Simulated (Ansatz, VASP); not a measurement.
**Hg: VASP beside Ansatz**

The input INCAR:

```
ALGO = Normal ; EDIFF = 1E-7
ENCUT = 520 ; GGA = PS
ISIF = 2 ; ISMEAR = -1
LASPH = T ; LCHARG = T
LELF = T ; LREAL = F
LVHAR = T ; LWAVE = F
NBANDS = 12 ; NELM = 100
PREC = Accurate ; SIGMA = 0.1
```

KPOINTS

```
k-points
0
Gamma
  14 14 14
```

The input POSCAR:

```
Hg
1.0
   -1.7373411293      1.7373411293      1.7373411293
    1.7373411293     -1.7373411293      1.7373411293
    1.7373411293      1.7373411293     -1.7373411293
Hg
1
Direct
    0.0000000000      0.0000000000      0.0000000000
```

Input for Ansatz:

```yaml
crystal:
  lattice:
    - [-1.7373411293, 1.7373411293, 1.7373411293]
    - [1.7373411293, -1.7373411293, 1.7373411293]
    - [1.7373411293, 1.7373411293, -1.7373411293]
  atoms:
    - { symbol: Hg, position: [0.0, 0.0, 0.0] }
hamiltonian:
  xc: pbesol
  pseudopotentials:
    kind: paw
    azcp:
      Hg: "pseudopotentials/Hg.paw.azcp"
basis:
  ecutwfc: 420
  fft_grid_basis: typed
kpoints:
  mp_grid: { grid: [14, 14, 14], shift: [0, 0, 0] }
magnetization:
  spin_polarized: false
scf:
  occupations: { method: fermi_dirac, width: 0.1 }
  lower_state_search: "off"
output:
  stress: true
```

Alike in both runs: task single point; functional PBEsol; k mesh 14 × 14 × 14; occupations fermi-dirac, width 0.1 eV; no spin polarisation.

|  | VASP | Ansatz |
| --- | --- | --- |
| version | VASP 6.6.1 | Ansatz 0.2.0 |
| potentials or method | VASP PAW PBE potentials, release 64 (Hg), cutoff 520 eV | plane waves (420 eV) with PAW, scalar-relativistic |
| valence electrons in the cell | 12 | 20 |

|  | VASP | Ansatz | Ansatz less VASP |
| --- | --- | --- | --- |
| pressure (GPa) | 8.2 | 7.6 | -0.69 |

VASP's potentials were made for PBE, not for PBEsol, and Ansatz warns of the same on its side. VASP's potentials hold 12 valence electrons a cell and Ansatz's 20, so a difference there can come from the potentials and not from the codes.

Spin-orbit coupling is off throughout.
